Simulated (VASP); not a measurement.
# BiTe (Fm-3m) in VASP: settings compared, part 2 of 3

VASP 6.6.1. The steps go on from the part before.

**3. Single point, PBE exchange alone, non-collinear spin, zero start, spin-orbit coupling (34.53 Å³/atom)**

This run uses another cell than the first one, of 34.53 Å³/atom.

Input file INCAR:

```
SYSTEM = BiTe
PREC = Accurate ; ENCUT = 520
EDIFF = 1E-6 ; ISMEAR = -1
SIGMA = 0.05 ; LREAL = .False.
LASPH = .True. ; NELM = 150
ALGO = Normal ; ISIF = 2
LWAVE = .False. ; LCHARG = .False.
LNONCOLLINEAR = .True. ; MAGMOM = 0 0 0 0 0 0
LORBIT = 11 ; LSORBIT = .True.
GGA_COMPAT = .False. ; LORBMOM = .True.
GGA = PE ; ALDAC = 0.0
AGGAC = 0.0 ; NBANDS = 33
```

Input file KPOINTS:

```
Automatic mesh
0
Gamma
  5 5 5
  0 0 0
```

Input file POSCAR:

```
BiTe
1.0
    0.0000000000      3.2564244654      3.2564244654
    3.2564244654      0.0000000000      3.2564244654
    3.2564244654      3.2564244654      0.0000000000
Bi Te
1 1
Direct
    0.0000000000      0.0000000000      0.0000000000
    0.5000000000      0.5000000000      0.5000000000
```

Potentials or basis: VASP PAW PBE potentials, release 64 (Bi_d, Te).

Launch:

```console
> cat potpaw_PBE.64/Bi_d/POTCAR potpaw_PBE.64/Te/POTCAR > POTCAR
> mpirun -np 1 vasp_ncl > vasp.out
```

OUTCAR:

```text
SYSTEM = BiTe
   PREC = Accurate
   ENCUT = 520
   EDIFF = 1E-6
   ISMEAR = -1
   LREAL = .False.
   LASPH = .True.
   NELM = 150
   ISIF = 2
   LNONCOLLINEAR = .True.
   LORBIT = 11
   LSORBIT = .True.
   GGA = PE

 ion  position               nearest neighbor table
   1  0.000  0.000  0.000-   2 3.26   2 3.26   2 3.26   2 3.26   2 3.26   2 3.26
   2  0.500  0.500  0.500-   1 3.26   1 3.26   1 3.26   1 3.26   1 3.26   1 3.26

  LATTYP: Found a face centered cubic cell.
 ALAT       =     6.5128489308

  Lattice vectors:

 A1 = (   0.0000000000,   3.2564244654,   3.2564244654)
 A2 = (   3.2564244654,   0.0000000000,   3.2564244654)
 A3 = (   3.2564244654,   3.2564244654,   0.0000000000)

Analysis of symmetry for initial positions (statically):
=====================================================================
 Subroutine PRICEL returns:
 Original cell was already a primitive cell.

 Routine SETGRP: Setting up the symmetry group for a
 face centered cubic supercell.

 Subroutine GETGRP returns: Found 48 space group operations
 (whereof 48 operations were pure point group operations)
 out of a pool of 48 trial point group operations.

[... 608 lines left out ...]
     0.0000000     0.0000000     0.0000000     0.0000000     0.0000000     0.0000000     0.0000000
     0.0000000     0.0000000     0.0000000     0.0000000     0.0000000     0.0000000     0.0000000
     0.0000000     0.0000000     0.0000000     0.0000000     0.0000000     0.0000000     0.0000000
     0.0000000     0.0000000     0.0000000     0.0000000     0.0000000     0.0000000     0.0000000
     0.0000000     0.0000000     0.0000000     0.0000000     0.0000000     0.0000000     0.0000000

 Ion:    2  E_soc:     -0.2382531
 l=   1
     0.0000000    -0.0398976    -0.0398976
    -0.0398976     0.0000000    -0.0398976
    -0.0398976    -0.0398976     0.0000000
 l=   2
     0.0000000    -0.0000107     0.0000000    -0.0000107     0.0001995
    -0.0000107     0.0000000     0.0001496    -0.0000107     0.0000499
     0.0000000     0.0001496     0.0000000     0.0001496     0.0000000
    -0.0000107    -0.0000107     0.0001496     0.0000000     0.0000499
     0.0001995     0.0000499     0.0000000     0.0000499     0.0000000
 l=   3
     0.0000000     0.0000000     0.0000000     0.0000000     0.0000000     0.0000000     0.0000000
     0.0000000     0.0000000     0.0000000     0.0000000     0.0000000     0.0000000     0.0000000
     0.0000000     0.0000000     0.0000000     0.0000000     0.0000000     0.0000000     0.0000000
     0.0000000     0.0000000     0.0000000     0.0000000     0.0000000     0.0000000     0.0000000
     0.0000000     0.0000000     0.0000000     0.0000000     0.0000000     0.0000000     0.0000000
     0.0000000     0.0000000     0.0000000     0.0000000     0.0000000     0.0000000     0.0000000
     0.0000000     0.0000000     0.0000000     0.0000000     0.0000000     0.0000000     0.0000000

 total charge

# of ion       s       p       d       tot
------------------------------------------
    1        1.569   1.212   9.928  12.709
    2        1.410   1.935   0.027   3.372
--------------------------------------------------
tot          2.979   3.148   9.955  16.081

 magnetization (x)

# of ion       s       p       d       tot
------------------------------------------
    1        0.000  -0.000   0.000  -0.000
    2        0.000   0.000  -0.000   0.000
--------------------------------------------------
tot          0.000  -0.000  -0.000  -0.000

 magnetization (y)

# of ion       s       p       d       tot
------------------------------------------
    1        0.000  -0.000   0.000   0.000
    2        0.000   0.000  -0.000   0.000
--------------------------------------------------
tot          0.000  -0.000  -0.000   0.000

 magnetization (z)

# of ion       s       p       d       tot
------------------------------------------
    1        0.000  -0.000   0.000   0.000
    2        0.000   0.000   0.000   0.000
--------------------------------------------------
tot          0.000  -0.000   0.000   0.000
```

OSZICAR:

```text
N       E                     dE             d eps       ncg     rms          rms(c)
DAV:   1     0.200878277159E+03    0.20088E+03   -0.97404E+03   660   0.127E+03
DAV:   2     0.154470823923E+02   -0.18543E+03   -0.17846E+03   684   0.354E+02
DAV:   3    -0.468622717071E+01   -0.20133E+02   -0.19703E+02   846   0.129E+02
DAV:   4    -0.555431195265E+01   -0.86808E+00   -0.86288E+00   764   0.281E+01
DAV:   5    -0.560245282843E+01   -0.48141E-01   -0.48134E-01  1024   0.634E+00    0.515E+00
DAV:   6    -0.555683225352E+01    0.45621E-01   -0.12046E-01   837   0.254E+00    0.330E+00
DAV:   7    -0.556290534860E+01   -0.60731E-02   -0.41072E-02   830   0.102E+00    0.165E+00
DAV:   8    -0.556523437049E+01   -0.23290E-02   -0.30818E-03   846   0.346E-01    0.498E-01
DAV:   9    -0.556584208208E+01   -0.60771E-03   -0.10753E-03   787   0.303E-01    0.127E-01
DAV:  10    -0.556606182304E+01   -0.21974E-03   -0.28790E-04   763   0.112E-01    0.598E-02
DAV:  11    -0.556608306625E+01   -0.21243E-04   -0.19927E-05   790   0.339E-02    0.242E-02
DAV:  12    -0.556609871963E+01   -0.15653E-04   -0.21058E-05   647   0.315E-02    0.232E-02
DAV:  13    -0.556609976834E+01   -0.10487E-05   -0.88238E-07   623   0.850E-03    0.627E-03
DAV:  14    -0.556609975445E+01    0.13888E-07   -0.23961E-07   479   0.510E-03
   1 F= -.55660998E+01 E0= -.55511711E+01  d E =-.298574E-01  mag=    -0.0000     0.0000     0.0000
```

stdout:

```text
POSCAR found type information on POSCAR BiTe
 POSCAR found :  2 types and       2 ions
 scaLAPACK will be used
 LDA part: xc-table for (Slater+PW92), standard interpolation
 POSCAR, INCAR and KPOINTS ok, starting setup
 FFT: planning ... GRIDC
 FFT: planning ... GRID_SOFT
 FFT: planning ... GRID
 WAVECAR not read
 entering main loop
```

Wall time 42 s (1 thread of AMD EPYC 9R45 (Zen 5), shared host); peak memory 0.35 GiB.

Results:

| Quantity | Value |
| --- | --- |
| Free energy | -5.5661 eV |
| Pressure | 9.9 GPa |
| Net moment | 0.00 μB per cell |
| Valence electrons inside the program's atomic spheres | Bi 12.71; Te 3.37 |

Moments on the atoms (μB; x, y, z):
```
Bi  0.00 0.00 0.00
Te  0.00 0.00 0.00
```

Caveat: the cell stands under pressure.

**4. Single point, PBE exchange alone, non-collinear spin, zero start, spin-orbit coupling (35.21 Å³/atom)**

This run uses another cell than the first one, of 35.21 Å³/atom.

Input file INCAR:

```
PREC = Accurate
ENCUT = 520
EDIFF = 1E-6
ISMEAR = -1
SIGMA = 0.05
LREAL = False
LASPH = True
NELM = 150
ALGO = Normal
ISIF = 2
LWAVE = False
LCHARG = True
LNONCOLLINEAR = True
MAGMOM = 0 0 0 0 0 0
LORBIT = 11
LSORBIT = True
GGA_COMPAT = False
LORBMOM = True
GGA = PE
ALDAC = 0.0
AGGAC = 0.0
LVHAR = True
NBANDS = 33
```

Input file KPOINTS:

```
Automatic mesh
0
Gamma
  5 5 5
```

Input file POSCAR:

```
BiTe
1.0
    0.0000000000      3.2775706714      3.2775706714
    3.2775706714      0.0000000000      3.2775706714
    3.2775706714      3.2775706714      0.0000000000
Bi Te
1 1
Direct
    0.0000000000      0.0000000000      0.0000000000
    0.5000000000      0.5000000000      0.5000000000
```

Potentials or basis: VASP PAW PBE potentials, release 64 (Bi_d, Te).

Launch:

```console
> cat potpaw_PBE.64/Bi_d/POTCAR potpaw_PBE.64/Te/POTCAR > POTCAR
> mpirun -np 1 vasp_ncl > vasp.out
```

OUTCAR:

```text
PREC = Accurate
   ENCUT = 520
   EDIFF = 1E-6
   ISMEAR = -1
   LREAL = False
   LASPH = True
   NELM = 150
   ISIF = 2
   LNONCOLLINEAR = True
   LORBIT = 11
   LSORBIT = True
   GGA = PE

 ion  position               nearest neighbor table
   1  0.000  0.000  0.000-   2 3.28   2 3.28   2 3.28   2 3.28   2 3.28   2 3.28
   2  0.500  0.500  0.500-   1 3.28   1 3.28   1 3.28   1 3.28   1 3.28   1 3.28

  LATTYP: Found a face centered cubic cell.
 ALAT       =     6.5551413428

  Lattice vectors:

 A1 = (   0.0000000000,   3.2775706714,   3.2775706714)
 A2 = (   3.2775706714,   0.0000000000,   3.2775706714)
 A3 = (   3.2775706714,   3.2775706714,   0.0000000000)

Analysis of symmetry for initial positions (statically):
=====================================================================
 Subroutine PRICEL returns:
 Original cell was already a primitive cell.

 Routine SETGRP: Setting up the symmetry group for a
 face centered cubic supercell.

 Subroutine GETGRP returns: Found 48 space group operations
 (whereof 48 operations were pure point group operations)
 out of a pool of 48 trial point group operations.

The static configuration has the point symmetry O_h .

Analysis of symmetry for dynamics (positions and initial velocities):
=====================================================================
 Subroutine PRICEL returns:
 Original cell was already a primitive cell.

 Routine SETGRP: Setting up the symmetry group for a
 face centered cubic supercell.

 Subroutine GETGRP returns: Found 48 space group operations
 (whereof 48 operations were pure point group operations)
 out of a pool of 48 trial point group operations.

The dynamic configuration has the point symmetry O_h .

Analysis of structural, dynamic, and magnetic symmetry:
=====================================================================
 Subroutine PRICEL returns:
 Original cell was already a primitive cell.

 Routine SETGRP: Setting up the symmetry group for a
 face centered cubic supercell.

 Subroutine GETGRP returns: Found 48 space group operations
 (whereof 48 operations were pure point group operations)
 out of a pool of 48 trial point group operations.

The overall configuration has the point symmetry O_h .

 Subroutine INISYM returns: Found 48 space group operations
 (whereof 48 operations are pure point group operations),
 and found     1 'primitive' translations

----------------------------------------------------------------------------------------

                                     Primitive cell

  volume of cell :      70.4184

  direct lattice vectors                    reciprocal lattice vectors
     0.000000000  3.277570671  3.277570671    -0.152552012  0.152552012  0.152552012
     3.277570671  0.000000000  3.277570671     0.152552012 -0.152552012  0.152552012
     3.277570671  3.277570671  0.000000000     0.152552012  0.152552012 -0.152552012
[... 487 lines left out ...]

  FORCE on cell =-STRESS in cart. coord.  units (eV):
  Direction    XX          YY          ZZ          XY          YZ          ZX
  --------------------------------------------------------------------------------------
  -------------------------------------------------------------------------------------
  Total        3.8391971      3.8391971      3.8391971      0.0000000      0.0000000      0.0000000
  in kB       87.3503805     87.3503805     87.3503805      0.0000000      0.0000000      0.0000000
  external PRESSURE =      87.3503805 kB  Pullay stress =       0.0000000 kB

 VOLUME and BASIS-vectors are now :
 -----------------------------------------------------------------------------
  energy-cutoff  :      520.00
  volume of cell :       70.42
      direct lattice vectors                 reciprocal lattice vectors
     0.000000000  3.277570671  3.277570671    -0.152552012  0.152552012  0.152552012
     3.277570671  0.000000000  3.277570671     0.152552012 -0.152552012  0.152552012
     3.277570671  3.277570671  0.000000000     0.152552012  0.152552012 -0.152552012

 POSITION                                       TOTAL-FORCE (eV/Angst)
 -----------------------------------------------------------------------------------
      0.00000      0.00000      0.00000        -0.000000      0.000000      0.000000
      3.27757      3.27757      3.27757         0.000000     -0.000000     -0.000000
 -----------------------------------------------------------------------------------
    total drift:                               -0.000000      0.000000      0.000000

  FREE ENERGIE OF THE ION-ELECTRON SYSTEM (eV)
  ---------------------------------------------------
  free  energy   TOTEN  =        -5.6450979686 eV

  energy  without entropy=       -5.6166952354  energy(sigma->0) =       -5.63089660

 orbital moment (x)

 # of ion     p       d       tot
 ----------------------------------------
  1         0.000   0.000   0.000
  2         0.000   0.000   0.000
 ----------------------------------------
            0.000   0.000   0.000

 orbital moment (y)

 # of ion     p       d       tot
 ----------------------------------------
  1         0.000  -0.000  -0.000
  2         0.000  -0.000  -0.000
 ----------------------------------------
            0.000  -0.000  -0.000

 orbital moment (z)

 # of ion     p       d       tot
 ----------------------------------------
  1         0.000  -0.000  -0.000
  2         0.000   0.000   0.000
 ----------------------------------------
            0.000  -0.000  -0.000

 Spin-Orbit-Coupling matrix elements

 Ion:    1  E_soc:     -2.0354719
 l=   1
     0.0000000    -0.2730678    -0.2730678
    -0.2730678     0.0000000    -0.2730678
    -0.2730678    -0.2730678     0.0000000
 l=   2
     0.0000000    -0.0132546     0.0000000    -0.0132546    -0.0529230
    -0.0132546     0.0000000    -0.0396922    -0.0132546    -0.0132307
     0.0000000    -0.0396922     0.0000000    -0.0396922     0.0000000
    -0.0132546    -0.0132546    -0.0396922     0.0000000    -0.0132307
    -0.0529230    -0.0132307     0.0000000    -0.0132307     0.0000000
 l=   3
     0.0000000     0.0000000     0.0000000     0.0000000     0.0000000     0.0000000     0.0000000
     0.0000000     0.0000000     0.0000000     0.0000000     0.0000000     0.0000000     0.0000000
     0.0000000     0.0000000     0.0000000     0.0000000     0.0000000     0.0000000     0.0000000
     0.0000000     0.0000000     0.0000000     0.0000000     0.0000000     0.0000000     0.0000000
     0.0000000     0.0000000     0.0000000     0.0000000     0.0000000     0.0000000     0.0000000
     0.0000000     0.0000000     0.0000000     0.0000000     0.0000000     0.0000000     0.0000000
     0.0000000     0.0000000     0.0000000     0.0000000     0.0000000     0.0000000     0.0000000

 Ion:    2  E_soc:     -0.2394806
 l=   1
     0.0000000    -0.0400956    -0.0400956
    -0.0400956     0.0000000    -0.0400956
    -0.0400956    -0.0400956     0.0000000
 l=   2
     0.0000000    -0.0000108     0.0000000    -0.0000108     0.0001930
    -0.0000108     0.0000000     0.0001447    -0.0000108     0.0000482
     0.0000000     0.0001447     0.0000000     0.0001447     0.0000000
    -0.0000108    -0.0000108     0.0001447     0.0000000     0.0000482
     0.0001930     0.0000482     0.0000000     0.0000482     0.0000000
 l=   3
     0.0000000     0.0000000     0.0000000     0.0000000     0.0000000     0.0000000     0.0000000
     0.0000000     0.0000000     0.0000000     0.0000000     0.0000000     0.0000000     0.0000000
     0.0000000     0.0000000     0.0000000     0.0000000     0.0000000     0.0000000     0.0000000
     0.0000000     0.0000000     0.0000000     0.0000000     0.0000000     0.0000000     0.0000000
     0.0000000     0.0000000     0.0000000     0.0000000     0.0000000     0.0000000     0.0000000
     0.0000000     0.0000000     0.0000000     0.0000000     0.0000000     0.0000000     0.0000000
     0.0000000     0.0000000     0.0000000     0.0000000     0.0000000     0.0000000     0.0000000

 total charge

# of ion       s       p       d       tot
------------------------------------------
    1        1.568   1.202   9.926  12.697
    2        1.409   1.930   0.025   3.364
--------------------------------------------------
tot          2.977   3.132   9.951  16.061

 magnetization (x)

# of ion       s       p       d       tot
------------------------------------------
    1       -0.000   0.000   0.000   0.000
    2        0.000   0.000   0.000   0.000
--------------------------------------------------
tot         -0.000   0.000   0.000   0.000

 magnetization (y)

# of ion       s       p       d       tot
------------------------------------------
    1        0.000   0.000  -0.000   0.000
    2        0.000   0.000   0.000   0.000
--------------------------------------------------
tot          0.000   0.000  -0.000   0.000

 magnetization (z)

# of ion       s       p       d       tot
------------------------------------------
    1       -0.000   0.000   0.000  -0.000
    2        0.000   0.000  -0.000   0.000
--------------------------------------------------
tot         -0.000   0.000  -0.000  -0.000
```

OSZICAR:

```text
N       E                     dE             d eps       ncg     rms          rms(c)
DAV:   1     0.199154034327E+03    0.19915E+03   -0.96291E+03   660   0.126E+03
DAV:   2     0.151751438503E+02   -0.18398E+03   -0.17734E+03   677   0.347E+02
DAV:   3    -0.473622728212E+01   -0.19911E+02   -0.19367E+02   846   0.128E+02
DAV:   4    -0.563600032078E+01   -0.89977E+00   -0.89162E+00   726   0.281E+01
DAV:   5    -0.568403647319E+01   -0.48036E-01   -0.48029E-01  1040   0.634E+00    0.495E+00
DAV:   6    -0.563523703505E+01    0.48799E-01   -0.13085E-01   823   0.261E+00    0.318E+00
DAV:   7    -0.564172580210E+01   -0.64888E-02   -0.42170E-02   870   0.103E+00    0.160E+00
DAV:   8    -0.564412684359E+01   -0.24010E-02   -0.30038E-03   830   0.350E-01    0.518E-01
DAV:   9    -0.564483817674E+01   -0.71133E-03   -0.10713E-03   797   0.303E-01    0.120E-01
DAV:  10    -0.564505856610E+01   -0.22039E-03   -0.28001E-04   740   0.110E-01    0.618E-02
DAV:  11    -0.564508095491E+01   -0.22389E-04   -0.23019E-05   812   0.367E-02    0.240E-02
DAV:  12    -0.564509684253E+01   -0.15888E-04   -0.21663E-05   641   0.325E-02    0.241E-02
DAV:  13    -0.564509796883E+01   -0.11263E-05   -0.10968E-06   671   0.920E-03    0.623E-03
DAV:  14    -0.564509796865E+01    0.18053E-09   -0.23414E-07   489   0.449E-03
   1 F= -.56450980E+01 E0= -.56308966E+01  d E =-.284027E-01  mag=     0.0000    -0.0000     0.0000
```

stdout:

```text
POSCAR found type information on POSCAR BiTe
 POSCAR found :  2 types and       2 ions
 scaLAPACK will be used
 LDA part: xc-table for (Slater+PW92), standard interpolation
 POSCAR, INCAR and KPOINTS ok, starting setup
 FFT: planning ... GRIDC
 FFT: planning ... GRID_SOFT
 FFT: planning ... GRID
 WAVECAR not read
 entering main loop
```

It took 49 s on 1 thread of AMD EPYC 9R45 (Zen 5), shared host; peak memory 0.35 GiB.

Results:

```yaml
Free_energy: -5.6451 eV
Pressure: 8.7 GPa
Net_moment: 0.00 μB per cell
Valence_electrons_inside_the_program's_atomic_spheres: Bi 12.70; Te 3.36
```

Moments on the atoms (μB; x, y, z):
```
Bi  0.00 0.00 0.00
Te  0.00 0.00 0.00
```

Caveat: the cell stands under pressure.

(Part 2 of 3 ends here.)
